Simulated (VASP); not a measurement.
# MgO2 (R-3m) in VASP: a series of runs

The runs below take MgO2 through single point, with PBEsol.

Everything below comes from runs of VASP 6.6.1. Logs are shortened: lines on timing, memory, paths and dates and some standing lists are left out, and cuts for length are marked.

### 1 The cell of the first run

The structure is trigonal, space group R-3m (No. 166). Conventional cell: a = 2.848 Å, b = 2.848 Å, c = 10.482 Å, α = 90.00°, β = 90.00°, γ = 120.00°. Within 2.6 Å of Mg (site symmetry -3m) lie 6 O at 1.92 Å. O (site symmetry 3m) has 1 O at 1.49 Å and 3 Mg at 1.92 Å within 2.0 Å.

### 2 Single point, PBEsol (strain -0.1125 x Voigt [1, 1, 0, 0, 0, 0])

Contents of INCAR:

```
SYSTEM = MgO2
PREC = Accurate ; ENCUT = 520
EDIFF = 1E-7 ; ISMEAR = 0
SIGMA = 0.05 ; LREAL = .False.
LASPH = .True. ; NELM = 80
ALGO = Normal ; ISIF = 2
LWAVE = .False. ; LCHARG = .True.
GGA = PS ; LELF = .True.
LVHAR = .True. ; NBANDS = 14
```

Contents of KPOINTS:

```
Automatic mesh
0
Gamma
  12 12 12
  0 0 0
```

Contents of POSCAR:

```
MgO2
1.0
    1.4242254017      0.8222769191      3.4939788749
   -1.4242254017      0.8222769191      3.4939788749
    0.0000000000     -1.6445538381      3.4939788749
Mg O
1 2
Direct
    0.0000000000      0.0000000000      0.0000000000
    0.4287860000      0.4287860000      0.4287860000
    0.5712140000      0.5712140000      0.5712140000
```

Potentials or basis: VASP PAW PBE potentials, release 64 (Mg, O).

Launch:

```bash
$ cat potpaw_PBE.64/Mg/POTCAR potpaw_PBE.64/O/POTCAR > POTCAR
$ mpirun -np 1 vasp_std > vasp.out
```

OUTCAR:

```text
SYSTEM = MgO2
   PREC = Accurate
   ENCUT = 520
   EDIFF = 1E-7
   ISMEAR = 0
   LREAL = .False.
   LASPH = .True.
   NELM = 80
   ISIF = 2
   GGA = PS

 ion  position               nearest neighbor table
   1  0.000  0.000  0.000-   3 1.92   3 1.92   2 1.92   2 1.92   3 1.92   2 1.92
   2  0.429  0.429  0.429-   3 1.49   1 1.92   1 1.92   1 1.92
   3  0.571  0.571  0.571-   2 1.49   1 1.92   1 1.92   1 1.92

  LATTYP: Found a trigonal (rhomboedric) cell.
 ALAT       =     3.8616635929
 COS(alpha) =     0.7279563614

  Lattice vectors:

 A1 = (   1.4242254017,   0.8222769191,   3.4939788749)
 A2 = (  -1.4242254017,   0.8222769191,   3.4939788749)
 A3 = (   0.0000000000,  -1.6445538381,   3.4939788749)

Analysis of symmetry for initial positions (statically):
=====================================================================
 Subroutine PRICEL returns:
 Original cell was already a primitive cell.

 Routine SETGRP: Setting up the symmetry group for a
 trigonal (rhombohedral) supercell.

 Subroutine GETGRP returns: Found 12 space group operations
 (whereof 12 operations were pure point group operations)
 out of a pool of 12 trial point group operations.

The static configuration has the point symmetry D_3d.

Analysis of symmetry for dynamics (positions and initial velocities):
=====================================================================
 Subroutine PRICEL returns:
 Original cell was already a primitive cell.

 Routine SETGRP: Setting up the symmetry group for a
 trigonal (rhombohedral) supercell.

 Subroutine GETGRP returns: Found 12 space group operations
 (whereof 12 operations were pure point group operations)
 out of a pool of 12 trial point group operations.

The dynamic configuration has the point symmetry D_3d.

 Subroutine INISYM returns: Found 12 space group operations
 (whereof 12 operations are pure point group operations),
 and found     1 'primitive' translations

----------------------------------------------------------------------------------------

                                     Primitive cell

  volume of cell :      24.5510

  direct lattice vectors                    reciprocal lattice vectors
     1.424225402  0.822276919  3.493978875     0.351068026  0.202689219  0.095402218
    -1.424225402  0.822276919  3.493978875    -0.351068026  0.202689219  0.095402218
     0.000000000 -1.644553838  3.493978875     0.000000000 -0.405378438  0.095402218

  length of vectors
     3.861663593  3.861663593  3.861663593     0.416453192  0.416453192  0.416453192

  position of ions in fractional coordinates (direct lattice)
     0.000000000  0.000000000  0.000000000
     0.428786000  0.428786000  0.428786000
     0.571214000  0.571214000  0.571214000

  ion indices of the primitive-cell ions
   primitive index   ion index
                 1           1
                 2           2
                 3           3

----------------------------------------------------------------------------------------

 KPOINTS: Automatic mesh

Automatic generation of k-mesh.
 Grid dimensions read from file:
 generate k-points for:   12   12   12

 Generating k-lattice:

  Cartesian coordinates                     Fractional coordinates (reciprocal lattice)
     0.029255669  0.016890768  0.007950185     0.083333333  0.000000000  0.000000000
    -0.029255669  0.016890768  0.007950185     0.000000000  0.083333333  0.000000000
     0.000000000 -0.033781537  0.007950185     0.000000000  0.000000000  0.083333333

  Length of vectors
     0.034704433  0.034704433  0.034704433

  Shift w.r.t. Gamma in fractional coordinates (k-lattice)
     0.000000000  0.000000000  0.000000000

 Subroutine IBZKPT returns following result:
 ===========================================

 Found    189 irreducible k-points:

 Following reciprocal coordinates:
            Coordinates               Weight
  0.000000  0.000000  0.000000      1.000000
  0.083333 -0.000000  0.000000      6.000000
  0.166667 -0.000000  0.000000      6.000000
  0.250000  0.000000  0.000000      6.000000
  0.333333 -0.000000  0.000000      6.000000
  0.416667  0.000000  0.000000      6.000000
[... 16 lines left out ...]
  0.500000  0.166667  0.000000     12.000000
 -0.416667  0.166667  0.000000     12.000000
 [... further k-points ...]
   k-points           NKPTS =    189   k-points in BZ     NKDIM =    189   number of bands    NBANDS=     14
   number of dos      NEDOS =    301   number of ions     NIONS =      3
   total plane-waves  NPLWV =  27000
   dimension x,y,z NGX =    30 NGY =   30 NGZ =   30
   dimension x,y,z NGXF=    60 NGYF=   60 NGZF=   60
   ions per type =               1   2
   NGX,Y,Z   is equivalent  to a cutoff of  12.92, 12.92, 12.92 a.u.
   NGXF,Y,Z  is equivalent  to a cutoff of  25.83, 25.83, 25.83 a.u.
 SYSTEM =  MgO2
   PREC   = accura    normal or accurate (medium, high low for compatibility)
   ISTART =      0    job   : 0-new  1-cont  2-samecut
   ICHARG =      2    charge: 1-file 2-atom 10-const
   ISPIN  =      1    spin polarized calculation?
   LNONCOLLINEAR =      F non collinear calculations
   LSORBIT =      F    spin-orbit coupling
   LASPH  =      T    aspherical Exc in radial PAW
   ENCUT  =  520.0 eV  38.22 Ry    6.18 a.u.   7.18  7.18  7.18*2*pi/ulx,y,z
   NELM   =     80;   NELMIN=  2; NELMDL= -5     # of ELM steps
   EDIFF  = 0.1E-06   stopping-criterion for ELM
   LREAL  =      F    real-space projection
   EDIFFG = 0.1E-05   stopping-criterion for IOM
   NSW    =      0    number of steps for IOM
   IBRION =     -1    ionic relax: 0-MD 1-quasi-New 2-CG
   NFREE  =      0    steps in history (QN), initial steepest desc. (CG)
   ISIF   =      2    stress and relaxation
   ISYM   =      2    0-nonsym 1-usesym 2-fastsym
   POTIM  = 0.5000    time-step for ionic-motion
   TEBEG  =    0.0;   TEEND  =   0.0 temperature during run
   PSTRESS=    0.0 pullay stress
   NELECT =      14.0000    total number of electrons
   NUPDOWN=      -1.0000    fix difference up-down
   EMIN   =  10.00;   EMAX   =-10.00  energy-range for DOS
   EFERMI =   0.00;   METHOD = LEGACY
   ISMEAR =     0;   SIGMA  =   0.05  broadening in eV -4-tet -1-fermi 0-gaus
   EFERMI_NEDOS =   21; number of points for ismear=-14 and -15
   IALGO  =     38    algorithm
   IMIX   =      4    mixing-type and parameters
     AMIX     =   0.40;   BMIX     =  1.00
     AMIX_MAG =   1.60;   BMIX_MAG =  1.00
  volume/ion in A,a.u.               =       8.18        55.23
  Fermi-wavevector in a.u.,A,eV,Ry     =   1.357567  2.565430 25.075390  1.842989
  Thomas-Fermi vector in A             =   2.484475
   LORBIT       =      0    0 simple, 1 ext, 2 COOP (PROOUT), +10 PAW based schemes
   GGA     = PS    functional components
   LHFCALC =     F    Hartree Fock is set to
   AEXX    =    0.0000 exact exchange contribution
   IVDW    =     0    specifies the selected vdW correction
   LEPSILON=     F    determine dielectric tensor
   LRPA    =     F    only Hartree local field effects (RPA)
 non-spin polarized calculation
 Gauss-broadening in eV      SIGMA  =   0.05
  energy-cutoff  :      520.00
  volume of cell :       24.55
 maximum number of plane-waves:       672
 NGX is ok and might be reduce to    30
   NGX = 15   NGY = 15   NGZ = 15

 number of electron      14.0000000 magnetization

 Free energy of the ion-electron system (eV)
  ---------------------------------------------------
  ext. energy  EPLUGINS =         0.00000000
  ---------------------------------------------------
  free energy    TOTEN  =       -16.47742488 eV

  energy without entropy =      -16.47742488  energy(sigma->0) =      -16.47742488

 E-fermi :   4.7529     XC(G=0): -11.7155

 val. band max:        4.4196280694   @ k =   0.5000   0.5000   0.5000
 cond. band min:       6.0327913608   @ k =   0.5000   0.5000   0.5000
 fundamental gap:      1.6131632914
 Fermi energy:         4.7529238976

 k-point     1 :       0.0000    0.0000    0.0000
  band No.  band energies     occupation
      1     -17.7706      2.00000
      2     -10.8386      2.00000
      3      -4.5376      2.00000
      4       1.3141      2.00000
      5       1.3141      2.00000
      6       3.4584      2.00000
      7       3.4584      2.00000
      8       8.9608      0.00000
      9      11.1504      0.00000
     10      17.7745      0.00000
     11      19.1384      0.00000
     12      21.5546      0.00000
     13      21.5546      0.00000
     14      24.8963      0.00000

 k-point     2 :       0.0833   -0.0000    0.0000
  band No.  band energies     occupation
      1     -17.7084      2.00000
      2     -10.8518      2.00000
      3      -4.4561      2.00000
      4       1.0045      2.00000
      5       1.2645      2.00000
      6       3.3242      2.00000
      7       3.4248      2.00000
      8       8.9426      0.00000
      9      11.5286      0.00000
     10      17.8054      0.00000
     11      19.2071      0.00000
     12      20.8718      0.00000
     13      21.8253      0.00000
     14      24.3851      0.00000

 k-point     3 :       0.1667   -0.0000    0.0000
  band No.  band energies     occupation
      1     -17.5342      2.00000
      2     -10.8870      2.00000
      3      -4.2343      2.00000
      4       0.2241      2.00000
      5       1.1318      2.00000
      6       3.0079      2.00000
      7       3.3348      2.00000
      8       8.8628      0.00000
      9      12.4725      0.00000
     10      17.8317      0.00000
     11      19.1384      0.00000
     12      20.0101      0.00000
     13      22.6017      0.00000
     14      23.3184      0.00000

 k-point     4 :       0.2500    0.0000    0.0000
  band No.  band energies     occupation
      1     -17.2837      2.00000
      2     -10.9358      2.00000
      3      -3.9314      2.00000
      4      -0.7408      2.00000
      5       0.9566      2.00000
      6       2.6787      2.00000
      7       3.2154      2.00000
      8       8.6750      0.00000
      9      13.5933      0.00000
     10      17.6890      0.00000
     11      18.7725      0.00000
     12      19.7785      0.00000
     13      22.2839      0.00000
     14      23.7405      0.00000

 k-point     5 :       0.3333   -0.0000    0.0000
  band No.  band energies     occupation
      1     -17.0160      2.00000
      2     -10.9868      2.00000
      3      -3.6158      2.00000
      4      -1.6508      2.00000
      5       0.7877      2.00000
      6       2.4587      2.00000
      7       3.1000      2.00000
      8       8.4000      0.00000
      9      14.4325      0.00000
     10      17.6116      0.00000
     11      18.7584      0.00000
[... 276 lines left out ...]
 k-point    22 :       0.4167    0.1667    0.0000
  band No.  band energies     occupation
      1     -16.8615      2.00000
      2     -11.2168      2.00000
      3      -3.1003      2.00000
      4      -1.7202      2.00000
      5       0.2497      2.00000
      6       2.2912      2.00000
      7       3.1571      2.00000
      8       8.0486      0.00000
      9      15.4658      0.00000
     10      16.8355      0.00000
     11      18.7328      0.00000
     12      19.7904      0.00000
     13      21.7586      0.00000
     14      25.1089      0.00000

 k-point    23 :       0.5000    0.1667    0.0000
  band No.  band energies     occupation
      1     -16.7024      2.00000
      2     -11.1657      2.00000
      3      -2.9373      2.00000
      4      -2.2430      2.00000
      5       0.0686      2.00000
      6       2.3070      2.00000
      7       2.8278      2.00000
      8       7.9751      0.00000
      9      15.8104      0.00000
     10      17.3410      0.00000
     11      19.1180      0.00000
     12      19.3342      0.00000
     13      21.0838      0.00000
     14      25.4443      0.00000

 k-point    24 :      -0.4167    0.1667    0.0000
  band No.  band energies     occupation
      1     -16.6645      2.00000
      2     -11.0734      2.00000
      3      -3.1434      2.00000
      4      -2.1952      2.00000
      5      -0.0141      2.00000
      6       2.3213      2.00000
      7       2.5877      2.00000
      8       8.0808      0.00000
      9      15.7689      0.00000
     10      17.7446      0.00000
     11      18.9828      0.00000
     12      19.6267      0.00000
     13      20.7168      0.00000
     14      25.2733      0.00000

 [... further k-points ...]

------------------------ aborting loop because EDIFF is reached ----------------------------------------

  FORCE on cell =-STRESS in cart. coord.  units (eV):
  Direction    XX          YY          ZZ          XY          YZ          ZX
  --------------------------------------------------------------------------------------
  -------------------------------------------------------------------------------------
  Total        7.5696519      7.5696519      0.7679093      0.0000000      0.0000000      0.0000000
  in kB      493.9899764    493.9899764     50.1132020      0.0000000      0.0000000      0.0000000
  external PRESSURE =     346.0310516 kB  Pullay stress =       0.0000000 kB

 VOLUME and BASIS-vectors are now :
 -----------------------------------------------------------------------------
  energy-cutoff  :      520.00
  volume of cell :       24.55
      direct lattice vectors                 reciprocal lattice vectors
     1.424225402  0.822276919  3.493978875     0.351068026  0.202689219  0.095402218
    -1.424225402  0.822276919  3.493978875    -0.351068026  0.202689219  0.095402218
     0.000000000 -1.644553838  3.493978875     0.000000000 -0.405378438  0.095402218

 POSITION                                       TOTAL-FORCE (eV/Angst)
 -----------------------------------------------------------------------------------
      0.00000      0.00000      0.00000         0.000000      0.000000      0.000000
      0.00000      0.00000      4.49451        -0.000000      0.000000      2.296214
      0.00000      0.00000      5.98743        -0.000000     -0.000000     -2.296214
 -----------------------------------------------------------------------------------
    total drift:                                0.000000     -0.000000      0.000000

  FREE ENERGIE OF THE ION-ELECTRON SYSTEM (eV)
  ---------------------------------------------------
  free  energy   TOTEN  =       -16.4774248781 eV

  energy  without entropy=      -16.4774248781  energy(sigma->0) =      -16.47742488
```

It took 1.7 min on 1 thread of Intel Xeon Platinum 8259CL at 2.50GHz (Skylake/Cascade Lake), shared host; peak memory 0.21 GiB.

Results:

| Quantity | Value |
| --- | --- |
| Free energy | -16.4774 eV |
| Pressure | 34.6 GPa |
| Largest force | 2.296 eV/Å |
| Band gap on the k mesh | 1.61 eV |

Forces on the atoms (eV/Å):
```
Mg   0.000  0.000  0.000
O    0.000  0.000  2.296
O    0.000  0.000 -2.296
```

Caveat: the cell differs from its parent crystal (strain -0.1125 x Voigt [1, 1, 0, 0, 0, 0]); the cell stands under pressure; the PAW data sets were made with another functional, which shifts forces and pressure a little. A k mesh can miss the band edges.

(Part 1 of 2 ends here.)
